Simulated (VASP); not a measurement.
A run of VASP 6.6.1 is set up as follows.

INCAR

```
SYSTEM = Ta3N
PREC = Accurate
ENCUT = 600
EDIFF = 1E-7
ISMEAR = 0
SIGMA = 0.1
LREAL = .False.
LASPH = .True.
NELM = 60
ALGO = Normal
ISIF = 3
LWAVE = .False.
LCHARG = .False.
GGA = PE
IBRION = 2
NSW = 90
EDIFFG = -0.04
```

File KPOINTS:

```
Automatic mesh
0
Gamma
  6 6 4
  0 0 0
```

The input POSCAR:

```
Ta3N
1.0
    5.5804724955      0.0000000000      0.0000000000
   -2.7902362478      4.8328309462      0.0000000000
    0.0000000000      0.0000000000      4.4791902017
Ta N
6 2
Direct
    0.8330000000      0.6660000000      0.2500000000
    0.1670000000      0.8330000000      0.7500000000
    0.3340000000      0.1670000000      0.2500000000
    0.1670000000      0.3340000000      0.7500000000
    0.8330000000      0.1670000000      0.2500000000
    0.6660000000      0.8330000000      0.7500000000
    0.3333333333      0.6666666667      0.2500000000
    0.6666666667      0.3333333333      0.7500000000
```

Potentials or basis: VASP PAW PBE potentials, release 64 (Ta_pv, N).

Command:

```sh
$ cat potpaw_PBE.64/Ta_pv/POTCAR potpaw_PBE.64/N/POTCAR > POTCAR
$ mpirun -np 1 vasp_std > vasp.out
```

Problem. What does it give for the relaxed volume?

Solution. 15.56 Å³/atom.

Problem. Estimate the space group after relaxing (to 0.1 Å).

Solution. P6_3/mmc (No. 194).

Problem. Estimate the relaxed cell.

Solution. a = 5.466 Å, b = 5.466 Å, c = 4.812 Å, α = 90.00°, β = 90.00°, γ = 120.00°.

Problem. Estimate the band gap on the k mesh.

Solution. Zero (bands 38 and 39 overlap by 1.00 eV).

Final structure:
```xyz
8
Lattice="5.4660 0.0000 0.0000 -2.7330 4.7337 0.0000 0.0000 0.0000 4.8125" Properties=species:S:1:pos:R:3 pbc="T T T"
Ta    2.7330    3.1630    1.2031
Ta   -1.3727    3.9484    3.6093
Ta    1.3603    0.7854    1.2031
Ta    0.0000    1.5707    3.6093
Ta    4.1057    0.7854    1.2031
Ta    1.3727    3.9484    3.6093
N     0.0000    3.1558    1.2031
N     2.7330    1.5779    3.6093
```

Caveat: spin-orbit coupling is left out, which moves the levels of the heavy elements.
